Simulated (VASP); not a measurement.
Here is a VASP 6.6.1 calculation.

Contents of INCAR:

```
SYSTEM = CaGe2N3
PREC     = Accurate       ! precision mode
ENCUT    = 600            ! plane-wave cutoff, eV
EDIFF    = 1E-6           ! SCF threshold, eV
ISMEAR   = 0              ! smearing method
SIGMA    = 0.1            ! smearing width, eV
LREAL    = .False.        ! projectors in reciprocal space
LASPH    = .True.         ! aspherical terms in the spheres
NELM     = 120            ! most SCF steps
ALGO     = Normal         ! electronic algorithm
ISIF     = 2              ! what is computed and relaxed
LWAVE    = .False.        ! write WAVECAR
LCHARG   = .False.        ! write CHGCAR
GGA      = PE             ! functional
NBANDS   = 65             ! bands
GGA_COMPAT= .False.
```

KPOINTS

```
Automatic mesh
0
Gamma
  4 4 4
  0 0 0
```

POSCAR

```
CaGe2N3
1.0
    5.2266947309      0.0000000000      0.0000000000
    0.0778608546      5.4742660867      0.0000000000
    0.3015681545      2.6020679782      5.7227242021
Ca Ge N
2 4 6
Direct
    0.5276878872      0.0097661818      0.7997884031
    0.0286280266      0.9693856845      0.1732282839
    0.5115127033      0.7196547649      0.4829045107
    0.9987971943      0.6422396661      0.8421813495
    0.9947812208      0.3358288178      0.4909730583
    0.5056022268      0.3343588195      0.1823543025
    0.6650846500      0.5516871809      0.9104784301
    0.6369693200      0.3877824821      0.4416367657
    0.4864792130      0.9995746931      0.1695887841
    0.1330887542      0.6005468284      0.5719020736
    0.1501640744      0.4358921224      0.1718295107
    0.0492047294      0.0132827586      0.7631345277
```

Potentials or basis: VASP PAW PBE potentials, release 64 (Ca_sv, Ge_d, N).

Launch:

```sh
$ cat potpaw_PBE.64/Ca_sv/POTCAR potpaw_PBE.64/Ge_d/POTCAR potpaw_PBE.64/N/POTCAR > POTCAR
$ mpirun -np 1 vasp_std > vasp.out
```

Question: What does it give for the largest force?

Answer: 0.072 eV/Å.

Question: Predict the band gap on the k mesh.

Answer: 0.06 eV, indirect (least direct gap 0.93 eV).

Stress tensor (GPa, compression positive):
```
-0.15 -0.03  0.07
-0.03 -0.13  0.01
 0.07  0.01 -0.10
```

A k mesh can miss the band edges.
